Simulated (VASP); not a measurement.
# Ho2Sb2N (P-6m2) in VASP: relaxation of cell and atoms with PBE

Aim: the relaxation of cell and atoms of Ho2Sb2N with PBE.

All numbers are computed with VASP 6.6.1; they aren't measurements. Logs are shortened: lines on timing, memory, paths and dates and some standing lists are left out, and cuts for length are marked.

## Step 1: The cell of the first run

It takes space group P-6m2 (No. 187, hexagonal). Conventional cell: a = 4.342 Å, b = 4.342 Å, c = 8.490 Å, α = 90.00°, β = 90.00°, γ = 120.00°. Within 4.0 Å of Ho (site symmetry 3m) lie 6 Sb at 3.05 to 3.54 Å and 1 Ho at 3.49 Å and 3 N at 3.54 Å. Sb (site symmetry -6m2) has 6 Ho at 3.05 Å within 4.0 Å. Within 3.3 Å of Sb (site symmetry -6m2) lie 3 N at 2.51 Å. N (site symmetry -6m2) has 3 Sb at 2.51 Å within 3.3 Å.

The cell was generated, and may not be a known phase.

## Step 2: Relaxation of cell and atoms, PBE

File INCAR:

```
PREC = Accurate ; ENCUT = 600
EDIFF = 1E-7 ; ISMEAR = 0
SIGMA = 0.2 ; LREAL = F
LASPH = T ; NELM = 200
ALGO = Normal ; ISIF = 3
LWAVE = F ; LCHARG = F
GGA = PE ; IBRION = 2
NSW = 36 ; EDIFFG = -0.08
GGA_COMPAT = F ; NELMIN = 4
LMAXMIX = 6
```

File KPOINTS:

```
Automatic mesh
0
Gamma
  4 4 2
```

File POSCAR:

```
Ho2Sb2N
1.0
    4.3416048300      0.0000000000      0.0000000000
   -2.1708024100      3.7599400700      0.0000000000
    0.0000000000      0.0000000000      8.4898975500
Ho Sb N
2 2 1
Direct
    0.0000000000      0.0000000000      0.7055339800
    0.0000000000      0.0000000000      0.2944660200
    0.6666666700      0.3333333300      0.5000000000
    0.3333333300      0.6666666700      0.0000000000
    0.6666666700      0.3333333300      0.0000000000
```

Potentials or basis: VASP PAW PBE potentials, release 64 (Ho_3, Sb, N), 4f in core.

Launch:

```sh
cat potpaw_PBE.64/Ho_3/POTCAR potpaw_PBE.64/Sb/POTCAR potpaw_PBE.64/N/POTCAR > POTCAR
mpirun -np 1 vasp_std > vasp.out
```

OUTCAR:

```text
PREC = Accurate
   ENCUT = 600
   EDIFF = 1E-7
   ISMEAR = 0
   LREAL = F
   LASPH = T
   NELM = 200
   ISIF = 3
   GGA = PE
   IBRION = 2
   NSW = 36
   EDIFFG = -0.08
   NELMIN = 4

 ion  position               nearest neighbor table
   1  0.000  0.000  0.706-   3 3.05   3 3.05   3 3.05   2 3.49   4 3.54   4 3.54   4 3.54
   2  0.000  0.000  0.294-   3 3.05   3 3.05   3 3.05   1 3.49   4 3.54   4 3.54   4 3.54
   3  0.667  0.333  0.500-   1 3.05   2 3.05   1 3.05   2 3.05   1 3.05   2 3.05
   4  0.333  0.667  0.000-   5 2.51   5 2.51   5 2.51   1 3.54   2 3.54   2 3.54   1 3.54   2 3.54
                             1 3.54
   5  0.667  0.333  0.000-   4 2.51   4 2.51   4 2.51

  LATTYP: Found a hexagonal cell.
 ALAT       =     4.3416048300
 C/A-ratio  =     1.9554745037

  Lattice vectors:

 A1 = (   4.3416048300,   0.0000000000,   0.0000000000)
 A2 = (  -2.1708024100,   3.7599400700,   0.0000000000)
 A3 = (   0.0000000000,   0.0000000000,   8.4898975500)

Analysis of symmetry for initial positions (statically):
=====================================================================
 Subroutine PRICEL returns:
 Original cell was already a primitive cell.

 Routine SETGRP: Setting up the symmetry group for a
 hexagonal supercell.

 Subroutine GETGRP returns: Found 12 space group operations
 (whereof 12 operations were pure point group operations)
 out of a pool of 24 trial point group operations.

The static configuration has the point symmetry D_3h.

Analysis of symmetry for dynamics (positions and initial velocities):
=====================================================================
 Subroutine PRICEL returns:
 Original cell was already a primitive cell.

 Routine SETGRP: Setting up the symmetry group for a
 hexagonal supercell.

 Subroutine GETGRP returns: Found 12 space group operations
 (whereof 12 operations were pure point group operations)
 out of a pool of 24 trial point group operations.

The dynamic configuration has the point symmetry D_3h.

 Subroutine INISYM returns: Found 12 space group operations
 (whereof 12 operations are pure point group operations),
 and found     1 'primitive' translations

----------------------------------------------------------------------------------------

                                     Primitive cell

  volume of cell :     138.5906

  direct lattice vectors                    reciprocal lattice vectors
     4.341604830  0.000000000  0.000000000     0.230329576  0.132980843  0.000000000
    -2.170802410  3.759940070  0.000000000     0.000000000  0.265961686  0.000000000
     0.000000000  0.000000000  8.489897550     0.000000000  0.000000000  0.117787052

  length of vectors
     4.341604830  4.341604822  8.489897550     0.265961685  0.265961686  0.117787052

  position of ions in fractional coordinates (direct lattice)
     0.000000000  0.000000000  0.705533980
     0.000000000  0.000000000  0.294466020
     0.666666670  0.333333330  0.500000000
     0.333333330  0.666666670  0.000000000
     0.666666670  0.333333330  0.000000000

  ion indices of the primitive-cell ions
   primitive index   ion index
                 1           1
                 2           2
                 3           3
                 4           4
                 5           5

----------------------------------------------------------------------------------------

 KPOINTS: Automatic mesh

Automatic generation of k-mesh.
 Grid dimensions read from file:
 generate k-points for:    4    4    2

 Generating k-lattice:

  Cartesian coordinates                     Fractional coordinates (reciprocal lattice)
     0.057582394  0.033245211  0.000000000     0.250000000  0.000000000  0.000000000
     0.000000000  0.066490421  0.000000000     0.000000000  0.250000000  0.000000000
     0.000000000  0.000000000  0.058893526     0.000000000  0.000000000  0.500000000

  Length of vectors
     0.066490421  0.066490421  0.058893526

  Shift w.r.t. Gamma in fractional coordinates (k-lattice)
     0.000000000  0.000000000  0.000000000

 Subroutine IBZKPT returns following result:
 ===========================================

 Found      8 irreducible k-points:

 Following reciprocal coordinates:
            Coordinates               Weight
  0.000000  0.000000  0.000000      1.000000
  0.250000 -0.000000  0.000000      6.000000
  0.500000 -0.000000  0.000000      3.000000
  0.250000  0.250000  0.000000      6.000000
  0.000000  0.000000  0.500000      1.000000
  0.250000 -0.000000  0.500000      6.000000
  0.500000 -0.000000  0.500000      3.000000
  0.250000  0.250000  0.500000      6.000000
   k-points           NKPTS =      8   k-points in BZ     NKDIM =      8   number of bands    NBANDS=     20
   number of dos      NEDOS =    301   number of ions     NIONS =      5
   total plane-waves  NPLWV =  90720
   dimension x,y,z NGX =    36 NGY =   36 NGZ =   70
   dimension x,y,z NGXF=    72 NGYF=   72 NGZF=  140
   ions per type =               2   2   1
   NGX,Y,Z   is equivalent  to a cutoff of  13.78, 13.78, 13.71 a.u.
   NGXF,Y,Z  is equivalent  to a cutoff of  27.57, 27.57, 27.41 a.u.
 SYSTEM =  unknown system
   PREC   = accura    normal or accurate (medium, high low for compatibility)
   ISTART =      0    job   : 0-new  1-cont  2-samecut
   ICHARG =      2    charge: 1-file 2-atom 10-const
   ISPIN  =      1    spin polarized calculation?
   LNONCOLLINEAR =      F non collinear calculations
   LSORBIT =      F    spin-orbit coupling
   LASPH  =      T    aspherical Exc in radial PAW
   ENCUT  =  600.0 eV  44.10 Ry    6.64 a.u.   8.67  8.67 16.96*2*pi/ulx,y,z
   NELM   =    200;   NELMIN=  4; NELMDL= -5     # of ELM steps
   EDIFF  = 0.1E-06   stopping-criterion for ELM
   LREAL  =      F    real-space projection
   EDIFFG = -.8E-01   stopping-criterion for IOM
   NSW    =     36    number of steps for IOM
   IBRION =      2    ionic relax: 0-MD 1-quasi-New 2-CG
   NFREE  =      1    steps in history (QN), initial steepest desc. (CG)
   ISIF   =      3    stress and relaxation
   ISYM   =      2    0-nonsym 1-usesym 2-fastsym
   POTIM  = 0.5000    time-step for ionic-motion
   TEBEG  =    0.0;   TEEND  =   0.0 temperature during run
   PSTRESS=    0.0 pullay stress
   NELECT =      33.0000    total number of electrons
   NUPDOWN=      -1.0000    fix difference up-down
   EMIN   =  10.00;   EMAX   =-10.00  energy-range for DOS
   EFERMI =   0.00;   METHOD = LEGACY
   ISMEAR =     0;   SIGMA  =   0.20  broadening in eV -4-tet -1-fermi 0-gaus
   EFERMI_NEDOS =   21; number of points for ismear=-14 and -15
   IALGO  =     38    algorithm
   IMIX   =      4    mixing-type and parameters
     AMIX     =   0.40;   BMIX     =  1.00
     AMIX_MAG =   1.60;   BMIX_MAG =  1.00
  volume/ion in A,a.u.               =      27.72       187.05
  Fermi-wavevector in a.u.,A,eV,Ry     =   1.014694  1.917493 14.008601  1.029603
  Thomas-Fermi vector in A             =   2.147936
   LORBIT       =      0    0 simple, 1 ext, 2 COOP (PROOUT), +10 PAW based schemes
   GGA     = PE    functional components
   LHFCALC =     F    Hartree Fock is set to
   AEXX    =    0.0000 exact exchange contribution
   IVDW    =     0    specifies the selected vdW correction
   LEPSILON=     F    determine dielectric tensor
   LRPA    =     F    only Hartree local field effects (RPA)
 conjugate gradient relaxation of ions
 non-spin polarized calculation
 Gauss-broadening in eV      SIGMA  =   0.20
  energy-cutoff  :      600.00
  volume of cell :      138.59
 maximum number of plane-waves:      4650
 NGX is ok and might be reduce to    36
   NGX = 17   NGY = 17   NGZ = 33

--------------------------------------- Ionic step        1  -------------------------------------------

 number of electron      32.9999999 magnetization

 Free energy of the ion-electron system (eV)
  ---------------------------------------------------
  ext. energy  EPLUGINS =         0.00000000
  ---------------------------------------------------
  free energy    TOTEN  =       -25.99462452 eV

  energy without entropy =      -25.93334209  energy(sigma->0) =      -25.96398331

 E-fermi :   4.7820     XC(G=0):  -9.5156

 val. band max:        4.6816581839   @ k =   0.0000   0.0000   0.5000
 cond. band min:       4.8914697713   @ k =   0.2500   0.2500   0.5000
 fundamental gap:      0.2098115873
 Fermi energy:         4.7819738509

 k-point     1 :       0.0000    0.0000    0.0000
  band No.  band energies     occupation
      1     -20.3161      2.00000
      2     -20.2443      2.00000
      3     -20.2443      2.00000
      4     -20.2226      2.00000
      5     -20.2226      2.00000
      6     -20.1166      2.00000
[... 12 lines left out ...]
     19       5.4644      0.00000
     20       5.8462      0.00000

 k-point     2 :       0.2500   -0.0000    0.0000
  band No.  band energies     occupation
      1     -20.3085      2.00000
      2     -20.2768      2.00000
      3     -20.2523      2.00000
      4     -20.2513      2.00000
      5     -20.2290      2.00000
      6     -20.1123      2.00000
[... 445 lines left out ...]
 POSITION                                       TOTAL-FORCE (eV/Angst)
 -----------------------------------------------------------------------------------
     -0.00000      0.00000      5.93188         0.000000      0.000000      0.044655
      0.00000      0.00000      2.01720         0.000000     -0.000000     -0.044655
      2.06691      1.19333      3.97454         0.000000     -0.000000      0.000000
     -0.00000      2.38667     -0.00000         0.000000     -0.000000      0.000000
      2.06691      1.19333      0.00000        -0.000000     -0.000000      0.000000
 -----------------------------------------------------------------------------------
    total drift:                               -0.000016      0.000009     -0.000000

  FREE ENERGIE OF THE ION-ELECTRON SYSTEM (eV)
  ---------------------------------------------------
  free  energy   TOTEN  =       -27.3042460656 eV

  energy  without entropy=      -27.2363986746  energy(sigma->0) =      -27.27032237

--------------------------------------- Ionic step        9  -------------------------------------------

 number of electron      32.9999999 magnetization

 Free energy of the ion-electron system (eV)
  ---------------------------------------------------
  ext. energy  EPLUGINS =         0.00000000
  ---------------------------------------------------
  free energy    TOTEN  =       -27.32754022 eV

  energy without entropy =      -27.26147523  energy(sigma->0) =      -27.29450773

 E-fermi :   5.7395     XC(G=0): -10.2982

 val. band max:        5.7250357986   @ k =   0.2500   0.2500   0.5000
 cond. band min:       5.7652243471   @ k =   0.2500   0.2500   0.0000
 fundamental gap:      0.0401885485
 Fermi energy:         5.7395112391

 k-point     1 :       0.0000    0.0000    0.0000
  band No.  band energies     occupation
      1     -18.5519      2.00000
      2     -18.4394      2.00000
      3     -18.4394      2.00000
      4     -18.4239      2.00000
      5     -18.4239      2.00000
      6     -18.3820      2.00000
[... 12 lines left out ...]
     19       6.7043      0.00000
     20       7.1980      0.00000

 k-point     2 :       0.2500   -0.0000    0.0000
  band No.  band energies     occupation
      1     -18.5326      2.00000
      2     -18.4995      2.00000
      3     -18.4757      2.00000
      4     -18.4533      2.00000
      5     -18.4352      2.00000
      6     -18.3727      2.00000
[... 163 lines left out ...]
 VOLUME and BASIS-vectors are now :
 -----------------------------------------------------------------------------
  energy-cutoff  :      600.00
  volume of cell :      116.50
      direct lattice vectors                 reciprocal lattice vectors
     4.157233493 -0.000000000  0.000000000     0.240544584  0.138878480  0.000000000
    -2.078616742  3.600269810 -0.000000000     0.000000000  0.277756961  0.000000000
    -0.000000000 -0.000000000  7.783632547    -0.000000000 -0.000000000  0.128474718

 POSITION                                       TOTAL-FORCE (eV/Angst)
 -----------------------------------------------------------------------------------
     -0.00000      0.00000      5.81424        -0.000000      0.000000      0.032777
      0.00000      0.00000      1.96939        -0.000000      0.000000     -0.032777
      2.07862      1.20009      3.89182        -0.000000     -0.000000     -0.000000
     -0.00000      2.40018      7.78363         0.000000      0.000000     -0.000000
      2.07862      1.20009      7.78363        -0.000000      0.000000      0.000000
 -----------------------------------------------------------------------------------
    total drift:                               -0.000016      0.000009      0.000000

  FREE ENERGIE OF THE ION-ELECTRON SYSTEM (eV)
  ---------------------------------------------------
  free  energy   TOTEN  =       -27.3275402218 eV

  energy  without entropy=      -27.2614752285  energy(sigma->0) =      -27.29450773

 reached required accuracy - stopping structural energy minimisation
```

It took 3.5 min on 1 thread of Intel Xeon 6975P-C (Granite Rapids), shared host; peak memory 0.31 GiB.

Results:

```
Free energy                           : -27.3275 eV
Relaxed volume                        : 23.30 Å³/atom
Relaxed cell                          : a = 4.157 Å, b = 4.157 Å, c = 7.784 Å, α = 90.00°, β = 90.00°, γ = 120.00°
Space group after relaxing (to 0.1 Å) : P-6m2 (No. 187)
Energy gained by relaxing             : 266.6 meV/atom
Ionic steps                           : 9
Pressure after relaxing               : -0.2 GPa
Largest force after relaxing          : 0.033 eV/Å
Band gap on the k mesh                : zero (an odd number of electrons rules out a gap without spin polarisation)
```

Forces in eV/Å, atoms in the order of the input:
```
Ho   0.000  0.000  0.033
Ho   0.000  0.000 -0.033
Sb   0.000  0.000  0.000
Sb   0.000  0.000  0.000
N    0.000  0.000  0.000
```

Stress tensor (GPa, compression positive):
```
-0.13  0.00  0.00
 0.00 -0.13  0.00
 0.00  0.00 -0.31
```

Step by step:
```tsv
step	energy change (eV)	largest force (eV/Å)	pressure (GPa)	volume (Å³)
1	0.0000	1.6276	-7.04	138.59
2	-0.7033	2.2722	3.12	115.55
3	-0.7044	2.2574	2.74	116.10
4	-1.1325	1.0364	2.56	113.52
5	-1.2169	0.0299	3.41	111.43
6	-1.2214	0.1911	3.16	111.83
7	-1.2985	0.0039	-2.25	119.83
8	-1.3096	0.0447	-0.95	117.64
9	-1.3329	0.0328	-0.19	116.50
```

Final structure:
```
CELL_PARAMETERS angstrom
4.15723 0.00000 0.00000
-2.07862 3.60027 0.00000
0.00000 0.00000 7.78363
ATOMIC_POSITIONS crystal
Ho 0.00000 0.00000 0.74698
Ho 0.00000 0.00000 0.25302
Sb 0.66667 0.33333 0.50000
Sb 0.33333 0.66667 0.00000
N 0.66667 0.33333 0.00000
```

Levels at points of the mesh, in eV from the Fermi level:
| k point | band 14 | band 15 | band 16 | band 17 | band 18 | band 19 |
| --- | --- | --- | --- | --- | --- | --- |
| (0.00, 0.00, 0.00) | -0.93 | -0.93 | -0.41 | 0.86 | 0.96 | 0.96 |
| (0.50, 0.00, 0.00) | -2.69 | -0.95 | -0.89 | 0.52 | 1.57 | 2.42 |
| (0.00, 0.00, 0.50) | -0.50 | -0.50 | -0.22 | -0.22 | 0.25 | 1.76 |
| (0.50, 0.00, 0.50) | -1.99 | -1.80 | -0.94 | 0.49 | 1.63 | 1.77 |

Caveat: the k points lie up to 0.44 Å⁻¹ apart in the final cell, too coarse for converged energies and pressures of a metal; the volume moved by over 15 % at a fixed basis, so the end points are rough; spin-orbit coupling is left out, which moves the levels of the heavy elements; the 4f electrons are frozen in the core, so they carry no moment and show no levels; an odd number of electrons without spin polarisation forces a metal; a magnetic or distorted state may lie lower; the run has no spin polarisation, though such a crystal can be magnetic; the relaxation stopped at a loose force limit of 0.08 eV/Å, so its end isn't a converged minimum. Spin polarisation is off, so any magnetic state and its effect on volume and gap are missing.

The gap in the log of VASP goes by the Fermi energy; the results here count the filled bands.